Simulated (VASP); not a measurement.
Runs of VASP 6.6.1 on Ge. The structure is that of space group I4_1/amd (No. 141), or close to it. The cells are those of the table. 

```csv
task,cell,k mesh,cutoff (eV),smearing,gap on the mesh (eV),pressure (GPa)
single point,"a = 3.900 Å, angles 97.4, 97.4, 138.0°, 2 atoms",8 × 8 × 8,520,gaussian 0.1 eV,none,(a)
relaxation of cell and atoms,"relaxed from a = 3.947 Å, angles 97.5, 97.5, 137.7°, 2 atoms",16 × 16 × 16,600,fermi-dirac 0.15 eV,none,0.0
single point,"a = 3.947 Å, angles 97.5, 97.5, 137.7°, 2 atoms",16 × 16 × 16,520,gaussian 0.1 eV,none,-0.1
single point,"a = 3.951 Å, angles 97.5, 97.5, 137.8°, 2 atoms",16 × 16 × 16,520,fermi-dirac 0.15 eV,none,0.0
```

Alike in all rows: level PBE; potentials or basis VASP PAW PBE potentials, release 64 (Ge_d); no spin polarisation.

Question: Estimate the missing entries.

Answer: (a) 2.9.

A k mesh can miss the band edges, and the runs leave out spin-orbit coupling on Ge.

A gap of «none» marks levels without a gap at the run's occupations.
